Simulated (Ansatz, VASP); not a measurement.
One calculation of LiCl, two programs

File INCAR:

```
SYSTEM = LiCl
ALGO = Normal
EDIFF = 1E-7
ENCUT = 520
GGA = PE
ISIF = 2
ISMEAR = 0
LASPH = .True.
LCHARG = .False.
LREAL = .False.
LWAVE = .False.
NBANDS = 18
NELM = 60
PREC = Accurate
SIGMA = 0.1
```

The input KPOINTS:

```
k-points
0
Gamma
  8 4 2
  0 0 0
```

Contents of POSCAR:

```
LiCl
1.0
    2.0133541000      0.0000000000      0.0000000000
    0.0000000000      4.9265419500      0.0000000000
    0.0000000000      0.0000000000      7.5227662600
Li Cl
2 2
Direct
    0.0000000000      0.5000000000      0.7693318900
    0.0000000000      0.5000000000      0.2306681100
    0.0000000000      0.0000000000      0.5000000000
    0.0000000000      0.5000000000      0.5000000000
```

Input for Ansatz:

```yaml
crystal:
  lattice:
    - [2.0133541, 0.0, 0.0]
    - [0.0, 4.92654195, 0.0]
    - [0.0, 0.0, 7.52276626]
  atoms:
    - { symbol: Li, position: [0.0, 0.5, 0.76933189] }
    - { symbol: Li, position: [0.0, 0.5, 0.23066811] }
    - { symbol: Cl, position: [0.0, 0.0, 0.5] }
    - { symbol: Cl, position: [0.0, 0.5, 0.5] }
basis:
  ecutwfc: 420
kpoints:
  mp_grid: { grid: [8, 4, 2] }
hamiltonian:
  xc: pbe
scf:
  occupations: { method: gaussian, width: 0.1 }
  lower_state_search: "off"
output:
  forces: true
  stress: true
  eigenvalues: true
```

Alike in both runs: task single point; functional PBE; k mesh 8 × 4 × 2; occupations gaussian, width 0.1 eV; no spin polarisation.

```csv
,VASP,Ansatz
version,VASP 6.6.1,Ansatz 0.2.0
potentials or method,"VASP PAW PBE potentials, release 64 (Li_sv, Cl), cutoff 520 eV","scalar-relativistic, plane waves, PAW"
valence electrons in the cell,20,20
```

```csv
,VASP,Ansatz,Ansatz less VASP
gap on the k mesh at the Fermi level (eV),none,none,-
rms of the force components (eV/Å),0.753,0.738,-0.0152
```

Atom by atom the forces differ by 0.015 eV/Å (rms over components). A gap of «none» marks a metal or a gap that the smearing closes.

The k mesh is coarse, so the values compare programs but aren't converged. Noted on VASP's run: the cutoff is short for stress, so the pressure is rough.
